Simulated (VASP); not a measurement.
Write the native input for VASP 6.6.1 that does the following.

- Task: single point
- Functional: r2SCAN
- Potentials or basis: VASP PAW PBE potentials, release 64 (As)
- Cutoff: 520 eV
- k mesh: 10 × 10 × 10
- Occupations: fermi-dirac, width 0.1 eV
- Spin: no spin polarisation
- Dipole correction: no
- Further INCAR settings: ALGO = Normal; EDIFF = 1e-06; NBANDS = 12

Crystal: As.

```xyz
2
Lattice="0.0000 3.0738 3.0738 3.0738 0.0000 3.0738 3.0738 3.0738 0.0000" Properties=species:S:1:pos:R:3 pbc="T T T"
As    0.7685    0.7685    0.7685
As    5.3792    5.3792    5.3792
```

This isn't the form of As at room conditions, which is rhombohedral.

The input as run:

POSCAR

```
As
1.0
    0.0000000000      3.0738108384      3.0738108384
    3.0738108384      0.0000000000      3.0738108384
    3.0738108384      3.0738108384      0.0000000000
As
2
Direct
    0.1250000000      0.1250000000      0.1250000000
    0.8750000000      0.8750000000      0.8750000000
```

INCAR.step1

```
SYSTEM = As
ALGO = Normal
EDIFF = 1E-4
ENCUT = 520
GGA = PE
ISMEAR = -1
LASPH = .True.
LCHARG = .False.
LREAL = .False.
LWAVE = .True.
NBANDS = 12
NELM = 60
PREC = Accurate
SIGMA = 0.1
```

INCAR.step2

```
SYSTEM = As
ALGO = Normal
EDIFF = 1E-6
ENCUT = 520
ISIF = 2
ISMEAR = -1
ISTART = 1
LASPH = .True.
LCHARG = .True.
LELF = .True.
LMIXTAU = .True.
LREAL = .False.
LVHAR = .True.
LWAVE = .False.
METAGGA = R2SCAN
NBANDS = 12
NELM = 60
PREC = Accurate
SIGMA = 0.1
```

KPOINTS

```
k-points
0
Gamma
  10 10 10
  0 0 0
```

Potentials or basis: VASP PAW PBE potentials, release 64 (As).

Command:

```bash
$ cat potpaw_PBE.64/As/POTCAR > POTCAR
$ cp INCAR.step1 INCAR
$ mpirun -np 1 vasp_std > vasp.out
$ cp INCAR.step2 INCAR
$ mpirun -np 1 vasp_std > vasp.out
```

Results of the run:

The pressure is -2.0 GPa. The band gap on the k mesh is zero (bands 5 and 6 overlap by 1.39 eV).

Caveat: the PAW data sets were made with another functional, which shifts forces and pressure a little.

Wall time 33 s on 1 thread of Intel(R) Xeon(R) 6975P-C (Granite Rapids) (shared host), peak memory 0.19 GiB.
